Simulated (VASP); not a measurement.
AlGa2As3:

```xyz
6
Lattice="3.8844 0.0000 0.0000 -1.9422 3.3640 0.0000 0.0000 0.0000 9.5147" Properties=species:S:1:pos:R:3 pbc="T T T"
Al    0.0000    0.0000    0.0000
Ga    0.0000    2.2426    6.3432
Ga    1.9422    1.1213    3.1716
As    0.0000    2.2426    8.7219
As    1.9422    1.1213    5.5503
As    0.0000    0.0000    2.3787
```

| Quantity | Value |
| --- | --- |
| Program | VASP 6.6.1 |
| Task | relaxation of cell and atoms |
| Functional | PBE |
| Potentials or basis | VASP PAW PBE potentials, release 64 (Al, Ga_d, As) |
| Cutoff | 600 eV |
| k mesh | 6 × 6 × 2 |
| Occupations | gaussian, width 0.1 eV |
| Spin | no spin polarisation |

At the start: pressure 11.4 GPa; volume 20.72 Å³/atom.

Task: How do energy, volume and symmetry change on relaxing?

Result: Over 5 steps the energy falls by 93.6 meV/atom and the volume is 23.67 Å³/atom (+14.2 %); space group P3m1 (No. 156, to 0.1 Å) before and after.

The path:
```csv
step,energy change (eV),largest force (eV/Å),pressure (GPa),volume (Å³)
1,0.0000,0.1120,11.43,124.33
2,-0.4226,0.0628,-3.79,152.88
3,-0.5615,0.0702,0.01,142.08
4,-0.5614,0.0699,-0.15,142.45
5,-0.5618,0.0347,0.05,142.01
```

Final structure:
```cif
data_structure
_symmetry_space_group_name_H-M 'P 1'
_symmetry_Int_Tables_number 1
_cell_length_a 4.0623
_cell_length_b 4.0623
_cell_length_c 9.9371
_cell_angle_alpha 90.000
_cell_angle_beta 90.000
_cell_angle_gamma 120.000
_cell_volume 142.01
loop_
_atom_site_label
_atom_site_type_symbol
_atom_site_fract_x
_atom_site_fract_y
_atom_site_fract_z
_atom_site_occupancy
Al1 Al 0.00000 0.00000 0.99970 1
Ga1 Ga 0.33333 0.66667 0.66654 1
Ga2 Ga 0.66667 0.33333 0.33354 1
As1 As 0.33333 0.66667 0.91736 1
As2 As 0.66667 0.33333 0.58326 1
As3 As 0.00000 0.00000 0.24959 1
```
